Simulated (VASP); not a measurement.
# PbS (P4/nmm) in VASP: notebook, part 2 of 2

VASP 6.6.1. The steps go on from the part before.

### 3 Single point, RPBE

This run uses another cell than the first one, of 28.14 Å³/atom, 1.008 times its volume.

INCAR

```
SYSTEM = PbS
ALGO = Normal
EDIFF = 1E-6
ENCUT = 520
GGA = RP
ISIF = 2
ISMEAR = 0
LASPH = .True.
LCHARG = .True.
LELF = .True.
LREAL = .False.
LVHAR = .True.
LWAVE = .False.
NBANDS = 28
NELM = 80
PREC = Accurate
SIGMA = 0.02
```

KPOINTS

```
k-points
0
Gamma
  8 8 6
  0 0 0
```

POSCAR

```
PbS
1.0
    4.3010174255      0.0000000000      0.0000000000
    0.0000000000      4.3010174255      0.0000000000
    0.0000000000      0.0000000000      6.0838912054
Pb S
2 2
Direct
    0.5000000000      0.0000000000      0.7497098237
    0.0000000000      0.5000000000      0.2502901763
    0.5000000000      0.0000000000      0.2503609427
    0.0000000000      0.5000000000      0.7496390573
```

Potentials or basis: VASP PAW PBE potentials, release 64 (Pb_d, S).

Run with:

```bash
cat potpaw_PBE.64/Pb_d/POTCAR potpaw_PBE.64/S/POTCAR > POTCAR
mpirun -np 1 vasp_std > vasp.out
```

OUTCAR:

```text
SYSTEM = PbS
   EDIFF = 1E-6
   ENCUT = 520
   GGA = RP
   ISIF = 2
   ISMEAR = 0
   LASPH = .True.
   LREAL = .False.
   NELM = 80
   PREC = Accurate

 ion  position               nearest neighbor table
   1  0.500  0.000  0.750-   3 3.04   4 3.04   4 3.04   4 3.04   4 3.04   3 3.05
   2  0.000  0.500  0.250-   4 3.04   3 3.04   3 3.04   3 3.04   3 3.04   4 3.05
   3  0.500  0.000  0.250-   1 3.04   2 3.04   2 3.04   2 3.04   2 3.04   1 3.05
   4  0.000  0.500  0.750-   2 3.04   1 3.04   1 3.04   1 3.04   1 3.04   2 3.05

[... 941 lines left out ...]

 [... further k-points ...]
[... 5 lines left out ...]
  --------------------------------------------------------------------------------------
  -------------------------------------------------------------------------------------
  Total       -0.0585828     -0.0585828     -0.0579351      0.0000000      0.0000000      0.0000000
  in kB       -0.8339822     -0.8339822     -0.8247617      0.0000000      0.0000000      0.0000000
  external PRESSURE =      -0.8309087 kB  Pullay stress =       0.0000000 kB

 VOLUME and BASIS-vectors are now :
 -----------------------------------------------------------------------------
  energy-cutoff  :      520.00
  volume of cell :      112.54
      direct lattice vectors                 reciprocal lattice vectors
     4.301017426  0.000000000  0.000000000     0.232503127  0.000000000  0.000000000
     0.000000000  4.301017426  0.000000000     0.000000000  0.232503127  0.000000000
     0.000000000  0.000000000  6.083891205     0.000000000  0.000000000  0.164368488

 POSITION                                       TOTAL-FORCE (eV/Angst)
 -----------------------------------------------------------------------------------
      2.15051      0.00000      4.56115        -0.000000     -0.000000      0.000301
      0.00000      2.15051      1.52274         0.000000     -0.000000     -0.000301
      2.15051      0.00000      1.52317         0.000000     -0.000000     -0.000332
      0.00000      2.15051      4.56072         0.000000      0.000000      0.000332
 -----------------------------------------------------------------------------------
    total drift:                                0.000000      0.000000      0.000000

  FREE ENERGIE OF THE ION-ELECTRON SYSTEM (eV)
  ---------------------------------------------------
  free  energy   TOTEN  =       -16.2188724042 eV

  energy  without entropy=      -16.2188724042  energy(sigma->0) =      -16.21887240
```

stdout:

```text
POSCAR found type information on POSCAR PbS
 POSCAR found :  2 types and       4 ions
 scaLAPACK will be used
 -----------------------------------------------------------------------------
|                                                                             |
|                                                                             |
|     You enforced a specific xc type in the INCAR file but a different       |
|     I HOPE YOU KNOW WHAT YOU ARE DOING!                                     |
|                                                                             |
 -----------------------------------------------------------------------------

 LDA part: xc-table for (Slater+PW92), standard interpolation
 POSCAR, INCAR and KPOINTS ok, starting setup
 FFT: planning ... GRIDC
 FFT: planning ... GRID_SOFT
 FFT: planning ... GRID
 WAVECAR not read
 entering main loop
```

Run time: 72 s. Hardware: 1 thread of Intel Xeon Platinum 8488C (Sapphire Rapids), shared host; peak memory 0.31 GiB.

What came out:

* Free energy: -16.2189 eV
* Pressure: -0.1 GPa
* Band gap on the k mesh: 0.72 eV

Levels at points of the mesh, in eV from the valence-band top:
| k point | band 16 | band 17 | band 18 | band 19 | band 20 | band 21 | band 22 | band 23 | band 24 | band 25 |
| --- | --- | --- | --- | --- | --- | --- | --- | --- | --- | --- |
| (0.00, 0.00, 0.00) | -2.89 | -2.89 | -1.75 | -1.75 | -1.75 | 4.36 | 5.11 | 5.11 | 5.11 | 5.46 |
| (0.50, 0.00, 0.00) | -3.12 | -1.52 | -1.52 | -0.63 | -0.63 | 1.64 | 1.64 | 2.63 | 2.63 | 4.39 |
| (0.50, 0.50, 0.00) | -4.46 | -2.89 | -2.89 | -2.89 | -2.89 | 4.36 | 4.36 | 5.46 | 5.46 | 5.52 |
| (0.00, 0.00, 0.50) | -2.35 | -2.34 | -2.34 | -1.42 | -1.41 | 2.54 | 2.56 | 4.90 | 4.90 | 4.91 |
| (0.50, 0.00, 0.50) | -1.42 | -1.42 | -1.42 | 0.00 | 0.00 | 0.72 | 0.72 | 2.23 | 2.23 | 2.23 |
| (0.50, 0.50, 0.50) | -3.77 | -3.76 | -3.76 | -0.81 | -0.81 | 2.36 | 2.36 | 4.76 | 4.76 | 4.77 |

Caveat: the PAW data sets were made with another functional, which shifts forces and pressure a little; spin-orbit coupling is left out, which moves the levels of the heavy elements. A k mesh can miss the band edges.

### 4 Single point, PBE (volume scaled by 0.88, then relaxed in part)

INCAR

```
PREC = Accurate
ENCUT = 520
EDIFF = 1E-7
ISMEAR = 0
SIGMA = 0.02
LREAL = False
LASPH = True
NELM = 80
ALGO = Normal
ISIF = 2
LWAVE = False
LCHARG = True
GGA = PE
LELF = True
LVHAR = True
NBANDS = 28
```

KPOINTS

```
Automatic mesh
0
Gamma
  8 8 6
```

POSCAR

```
PbS
1.0
    4.0708756608      0.0000000000      0.0000000000
    0.0000000000      4.0708756608      0.0000000000
    0.0000000000      0.0000000000      5.7583273331
Pb S
2 2
Direct
    0.5000000000      0.0000000000      0.7511864110
    0.0000000000      0.5000000000      0.2488135890
    0.5000000000      0.0000000000      0.2529707185
    0.0000000000      0.5000000000      0.7470292815
```

Run with:

```bash
cat potpaw_PBE.64/Pb_d/POTCAR potpaw_PBE.64/S/POTCAR > POTCAR
mpirun -np 1 vasp_std > vasp.out
```

Wall time 51 s (1 thread of Intel Xeon 6975P-C (Granite Rapids), shared host); peak memory 0.27 GiB.

The run converged. Its results:

```
Free energy            : -17.2143 eV
Pressure               : 8.8 GPa
Largest force          : 0.009 eV/Å
Band gap on the k mesh : 0.09 eV
```

Forces in eV/Å, atoms in the order of the input:
```
Pb   0.000  0.000 -0.009
Pb   0.000  0.000  0.009
S    0.000  0.000 -0.005
S    0.000  0.000  0.005
```

Levels at points of the mesh, in eV from the valence-band top:
```tsv
k point	band 17	band 18	band 19	band 20	band 21	band 22	band 23	band 24
(0.00, 0.00, 0.00)	-4.13	-2.72	-2.72	-2.71	3.37	5.40	5.41	5.41
(0.50, 0.00, 0.00)	-2.39	-2.39	-0.98	-0.98	1.28	1.28	2.24	2.24
(0.50, 0.50, 0.00)	-4.13	-4.13	-4.13	-4.13	3.37	3.37	5.81	5.81
(0.00, 0.00, 0.50)	-3.44	-3.44	-2.14	-2.02	2.27	2.48	4.27	4.31
(0.50, 0.00, 0.50)	-2.24	-2.24	0.00	0.00	0.09	0.09	1.67	1.67
(0.50, 0.50, 0.50)	-5.21	-5.21	-1.28	-1.28	2.05	2.05	4.48	4.48
```

Caveat: the cell differs from its parent crystal (volume scaled by 0.88, then relaxed in part); spin-orbit coupling is left out, which moves the levels of the heavy elements. A k mesh can miss the band edges.

### 5 Single point, PBE

This run uses another cell than the first one: it holds 8 atoms, not 4.

INCAR

```
ALGO = Normal
EDIFF = 1E-6
ENCUT = 520
GGA = PE
ISIF = 2
ISMEAR = 0
LASPH = T
LCHARG = T
LELF = T
LREAL = F
LVHAR = T
LWAVE = F
NBANDS = 50
NELM = 60
PREC = Accurate
SIGMA = 0.1
```

KPOINTS

```
k-points
0
Gamma
  4 2 2
```

POSCAR

```
PbS
1.0
    0.0000000000      4.2480534138      0.0000000000
    0.0000000000      0.0000000000      6.0090997648
    8.4961068276      0.0000000000      0.0000000000
Pb S
4 4
Direct
    0.0000000000      0.7488913845      0.2500000000
    0.0000000000      0.7488913845      0.7500000000
    0.5000000000      0.2511086155      0.0000000000
    0.5000000000      0.2511086155      0.5000000000
    0.0000000000      0.2514106328      0.2500000000
    0.0000000000      0.2514106328      0.7500000000
    0.5000000000      0.7485893672      0.0000000000
    0.5000000000      0.7485893672      0.5000000000
```

Run with:

```bash
cat potpaw_PBE.64/Pb_d/POTCAR potpaw_PBE.64/S/POTCAR > POTCAR
mpirun -np 1 vasp_std > vasp.out
```

Wall time 50 s (1 thread of Intel Xeon 6975P-C (Granite Rapids), shared host); peak memory 0.34 GiB.

The run converged. Its results:

```
Free energy            : -34.3189 eV
Pressure               : 1.0 GPa
Largest force          : 0.017 eV/Å
Band gap on the k mesh : 0.48 eV
```

Forces on the atoms (eV/Å):
```
Pb   0.000  0.000 -0.008
Pb   0.000  0.000 -0.008
Pb   0.000  0.000  0.008
Pb   0.000  0.000  0.008
S    0.000  0.000  0.017
S    0.000  0.000  0.017
S    0.000  0.000 -0.017
S    0.000  0.000 -0.017
```

Stress tensor (GPa, compression positive):
```
-0.73  0.00  0.00
 0.00 -0.73  0.00
 0.00  0.00  4.33
```

Levels at points of the mesh, in eV from the valence-band top:
```
           k point  band 38  band 39  band 40  band 41  band 42  band 43
(0.00, 0.00, 0.00)    -1.68    -0.72    -0.72     1.49     1.49     2.49
(0.50, 0.00, 0.00)    -1.68    -0.72    -0.72     1.49     1.49     2.49
(0.00, 0.50, 0.00)    -1.54     0.00     0.00     0.48     0.48     2.05
(0.50, 0.50, 0.00)    -0.90     0.00     0.00     0.48     0.48     2.05
(0.00, 0.00, 0.50)    -1.64    -1.08    -1.08     2.69     2.69     3.36
(0.50, 0.00, 0.50)    -2.01    -2.01    -2.01     3.41     3.41     3.41
(0.00, 0.50, 0.50)    -1.01    -0.97    -0.97     1.65     1.65     1.69
(0.50, 0.50, 0.50)    -0.88    -0.88    -0.88     1.63     1.63     1.63
```

Caveat: the k points lie up to 0.52 Å⁻¹ apart; spin-orbit coupling is left out, which moves the levels of the heavy elements.

### 6 Overview

| level | cell | k mesh | smearing | gap on the mesh (eV) | pressure (GPa) | largest force (eV/Å) |
| --- | --- | --- | --- | --- | --- | --- |
| PBE | a = 4.290, b = 4.290, c = 6.069 Å, 4 atoms | 8 × 8 × 6 | gaussian 0.02 eV | 0.59 | -1.5 | - |
| RPBE | a = 4.301, b = 4.301, c = 6.084 Å, 4 atoms | 8 × 8 × 6 | gaussian 0.02 eV | 0.72 | -0.1 | - |
| PBE | a = 4.071, b = 4.071, c = 5.758 Å, 4 atoms | 8 × 8 × 6 | gaussian 0.02 eV | 0.09 | 8.8 | 0.01 |
| PBE | a = 4.248, b = 6.009, c = 8.496 Å, 8 atoms | 4 × 2 × 2 | gaussian 0.1 eV | 0.48 | 1.0 | 0.02 |

Alike in all rows: task single point; potentials or basis VASP PAW PBE potentials, release 64 (Pb_d, S); no spin polarisation; cutoff (eV) 520.

Caveats: some runs use coarse meshes; spin-orbit coupling is left out, which moves the levels of the heavy elements; the PAW data sets were made with another functional, which shifts forces and pressure a little (some runs).

Absolute energies hang on the potentials; compare differences alone.
